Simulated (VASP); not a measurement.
Input of a VASP 6.6.1 run:

The input INCAR:

```
ALGO = Normal
EDIFF = 1E-6
EDIFFG = -0.005
ENCUT = 600
GGA = CA
IBRION = 2
ISIF = 3
ISMEAR = 0
LASPH = T
LCHARG = F
LREAL = F
LWAVE = F
NELM = 100
NSW = 80
PREC = Accurate
PSTRESS = 100.0
SIGMA = 0.01
```

File KPOINTS:

```
k-points
0
Gamma
  4 4 4
```

File POSCAR:

```
Rb3ClO
1.0
    5.5336790000      0.0000000000      0.0000000000
    0.0000000000      5.5336790000      0.0000000000
    0.0000000000      0.0000000000      5.5336790000
Rb Cl O
3 1 1
Direct
    0.0000000000      0.0000000000      0.5000000000
    0.0000000000      0.5000000000      0.0000000000
    0.5000000000      0.0000000000      0.0000000000
    0.5000000000      0.5000000000      0.5000000000
    0.0000000000      0.0000000000      0.0000000000
```

Potentials or basis: VASP PAW LDA potentials, release 64 (Rb_sv, Cl, O).

Launch:

```sh
$ cat potpaw_LDA.64/Rb_sv/POTCAR potpaw_LDA.64/Cl/POTCAR potpaw_LDA.64/O/POTCAR > POTCAR
$ mpirun -np 1 vasp_std > vasp.out
```

Q: What does it give for the band gap on the k mesh?

A: 0.30 eV.

Q: What does it give for the relaxed cell?

A: a = 4.877 Å, b = 4.877 Å, c = 4.877 Å, α = 90.00°, β = 90.00°, γ = 90.00°.

Q: What does it give for the space group after relaxing (to 0.1 Å)?

A: Pm-3m (No. 221).

Q: Predict the relaxed volume.

A: 23.19 Å³/atom.

Step by step:
| step | energy change (eV) | largest force (eV/Å) | pressure (GPa) | volume (Å³) |
| --- | --- | --- | --- | --- |
| 1 | 0.0000 | 0.0000 | -2.35 | 169.45 |
| 2 | 0.7826 | 0.0000 | 11.71 | 113.13 |
| 3 | 0.5959 | 0.0000 | 10.04 | 115.89 |
| 4 | 0.5385 | 0.0000 | 9.51 | 116.83 |
| 5 | 0.5404 | 0.0000 | 9.54 | 116.79 |
| 6 | 0.5462 | 0.0000 | 9.59 | 116.70 |
| 7 | 0.5463 | 0.0000 | 9.59 | 116.69 |
| 8 | 0.5466 | 0.0000 | 9.58 | 116.69 |
| 9 | 0.5472 | 0.0000 | 9.59 | 116.68 |
| 10 | 0.5485 | 0.0000 | 9.61 | 116.66 |
| 11 | 0.5509 | 0.0000 | 9.64 | 116.62 |
| 12 | 0.5558 | 0.0000 | 9.68 | 116.54 |
| 13 | 0.5657 | 0.0000 | 9.77 | 116.37 |
| 14 | 0.5858 | 0.0000 | 9.96 | 116.05 |
| 15 | 0.5906 | 0.0000 | 9.99 | 115.97 |

Caveat: the cell is relaxed towards a set pressure, so the run minimises the enthalpy, not the energy; the volume moved by over 15 % at a fixed basis, so the end points are rough; semilocal functionals underestimate gaps, and a narrow one can read as zero.
